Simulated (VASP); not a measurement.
Runs of VASP 6.6.1 on B3N2. The structure is that of space group R-3m (No. 166), or close to it. The cells are those of the table. 

| task | cell | k mesh | cutoff (eV) | gap on the mesh (eV) | pressure (GPa) | relaxed volume (Å³/atom) | largest force (eV/Å) |
| --- | --- | --- | --- | --- | --- | --- | --- |
| single point | a = 5.569 Å, angles 25.6°, 5 atoms | 6 × 6 × 6 | 520 | none | -0.1 | - | 0.01 |
| relaxation of cell and atoms | relaxed from a = 5.569 Å, angles 25.6°, 5 atoms | 12 × 12 × 12 | 600 | none | -0.1 | 5.69 | 0.02 |
| single point | a = 5.577 Å, angles 25.6°, 5 atoms | 18 × 18 × 18 | 520 | none | -0.1 | - | - |
| relaxation of cell and atoms | relaxed from a = 6.135 Å, angles 24.2°, 5 atoms | 6 × 6 × 6 | 600 | none | 0.0 | 5.69 | 0.04 |
| single point | a = 6.135 Å, angles 24.2°, 5 atoms | 12 × 12 × 12 | 520 | none | -38.9 | - | 1.38 |
| single point | a = 5.578 Å, angles 25.6°, 5 atoms | 12 × 12 × 12 | 520 | none | -0.1 | - | (a) |

Alike in all rows: level PBE; potentials or basis VASP PAW PBE potentials, release 64 (B, N); no spin polarisation; smearing gaussian 0.1 eV.

Q: Estimate the missing entries.

A: (a) 0.03.

Caveats: some runs use coarse meshes; the volume moved by over 15 % at a fixed basis, so the end points are rough (some runs); forces of over 1 eV/Å act on the atoms, so gaps and moduli don't describe the material at rest (some runs).

A gap of «none» marks levels without a gap at the run's occupations.
